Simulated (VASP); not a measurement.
Crystal: Ge2N.

```
Ge N
1.0
     5.42390    0.00000    0.00000
     0.00000    5.42390    0.00000
     0.00000    0.00000    5.29940
Ge N
4 2
Direct
  0.50000 0.00000 0.41715
  0.50000 0.00000 0.91715
  0.00000 0.50000 0.08285
  0.00000 0.50000 0.58285
  0.00000 0.00000 0.00000
  0.50000 0.50000 0.50000
```

```yaml
Program: VASP 6.6.1
Task: relaxation of cell and atoms
Functional: PBE
Potentials_or_basis: VASP PAW PBE potentials, release 64 (Ge_d, N)
Cutoff: 600 eV
k_mesh: 4 × 4 × 4
Occupations: gaussian, width 0.1 eV
Spin: no spin polarisation
```

At the start: pressure -11.3 GPa; volume 25.98 Å³/atom.

**Question.** How do energy, volume and symmetry change on relaxing?

**Answer.** Over 20 steps the energy falls by 983.7 meV/atom and the volume is 16.09 Å³/atom (-38.1 %); space group P4_2/nmc (No. 137, to 0.05 Å).

Step by step:
```
step  energy change (eV)  largest force (eV/Å)  pressure (GPa)  volume (Å³)
   1              0.0000                0.0875          -11.32       155.90
   2             -3.7776                0.2558          -10.88       117.48
   3             65.0823               22.9044          808.87        36.36
   4             -4.2907                0.2962          -10.13       112.17
   5             -1.8395                0.5490           60.77        68.79
   6             -5.2325                0.3395           -4.52        99.98
   7             -5.5406                0.3363            4.64        89.33
   8             -5.5435                0.3523            3.07        90.70
   9             -5.7603                0.2012            2.25        92.88
  10             -5.7618                0.1771            2.21        93.14
  11             -5.7868                0.2197           -0.92        96.81
  12             -5.7878                0.2152           -0.41        96.21
  13             -5.7994                0.1987           -0.35        96.31
  14             -5.8294                0.1563           -0.35        96.60
  15             -5.8692                0.0837           -0.48        97.18
  16             -5.8941                0.0145           -1.18        98.35
  17             -5.8521                0.0021            4.21        92.57
  18             -5.9009                0.0108            0.17        96.75
  19             -5.8987                0.0167            0.04        96.26
  20             -5.9024                0.0133           -0.01        96.55
```

Final structure:
```yaml
crystal:
  lattice:
    - [4.20090, 0.00000, 0.00000]
    - [0.00000, 4.20090, 0.00000]
    - [0.00000, 0.00000, 5.47123]
  atoms:
    - { symbol: Ge, position: [0.50000, 0.00000, 0.48399] }
    - { symbol: Ge, position: [0.50000, 0.00000, 0.98399] }
    - { symbol: Ge, position: [0.00000, 0.50000, 0.01601] }
    - { symbol: Ge, position: [0.00000, 0.50000, 0.51601] }
    - { symbol: N, position: [0.00000, 0.00000, 0.00000] }
    - { symbol: N, position: [0.50000, 0.50000, 0.50000] }
```

Caveat: the volume moved by over 15 % at a fixed basis, so the end points are rough.
